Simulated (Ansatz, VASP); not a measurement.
# TaS2: VASP beside Ansatz

Contents of INCAR:

```
SYSTEM = TaS2
  ALGO = Normal
  EDIFF = 1E-8
  ENCUT = 400
  GGA = CA
  GGA_COMPAT = .False.
  ISIF = 2
  ISMEAR = -1
  LASPH = .True.
  LCHARG = .False.
  LEFG = .True.
  LREAL = .False.
  LWAVE = .False.
  NBANDS = 18
  NELM = 120
  PREC = Accurate
  SIGMA = 0.03
```

File KPOINTS:

```
k-points
0
Gamma
  9 9 5
  0 0 0
```

Contents of POSCAR:

```
TaS2
1.0
    3.3500021206      0.0000000000      0.0000000000
   -1.6750010603      2.9011869392      0.0000000000
    0.0000000000      0.0000000000      5.9772000000
Ta S
1 2
Direct
    0.0000000000      0.0000000000      0.0000000000
    0.3333333333      0.6666666667      0.2500000000
    0.6666666667      0.3333333333      0.7500000000
```

Input for Ansatz:

```yaml
crystal:
  lattice:
    - [3.3500021206, 0.0, 0.0]
    - [-1.6750010603, 2.9011869392, 0.0]
    - [0.0, 0.0, 5.9772]
  atoms:
    - { symbol: Ta, position: [0.0, 0.0, 0.0] }
    - { symbol: S, position: [0.3333333333, 0.6666666667, 0.25] }
    - { symbol: S, position: [0.6666666667, 0.3333333333, 0.75] }
kpoints:
  mp_grid: { grid: [9, 9, 5] }
scf:
  occupations: { method: fermi_dirac, width: 0.03 }
hamiltonian:
  xc: lda
  pseudopotentials: { kind: paw }
output:
  forces: true
  stress: true
  eigenvalues: true
  efg: { contact_densities: true }
  write_density: true
  write_potential: true
  elf: true
  volumetric_format: npy
```

Change from the starting cell: zz strain of +2 %, PAW files.

Alike in both runs: task electric field gradients; functional LDA; k mesh 9 × 9 × 5; occupations fermi-dirac, width 0.03 eV; no spin polarisation.

|  | VASP | Ansatz |
| --- | --- | --- |
| version | VASP 6.6.1 | Ansatz 0.2.0 |
| potentials or method | VASP PAW LDA potentials, release 64 (Ta_pv, S) | PAW with Ansatz's default frozen-core files, scalar-relativistic |
| plane-wave cutoff (eV) | 400 | 420 |
| valence electrons in the cell | 23 | 25 |

```tsv
	VASP	Ansatz	Ansatz less VASP
pressure (GPa)	-1.0	-1.3	-0.29
traceless stress, the component that is largest in VASP (GPa)	2.20	2.17	-0.026
rms of the force components (eV/Å)	0.175	0.153	-0.0215
size of Vzz on the site where it differs most (V/Å²)	146.0	178.7	+32.75
```

LDA's correlation is that of Perdew and Zunger in VASP and of Perdew and Wang (1992) in Ansatz. Atom by atom the forces differ by 0.021 eV/Å (rms over components). VASP's potentials hold 23 valence electrons a cell and Ansatz's 25, so a difference there can come from the potentials and not from the codes.

Spin-orbit coupling is off throughout.
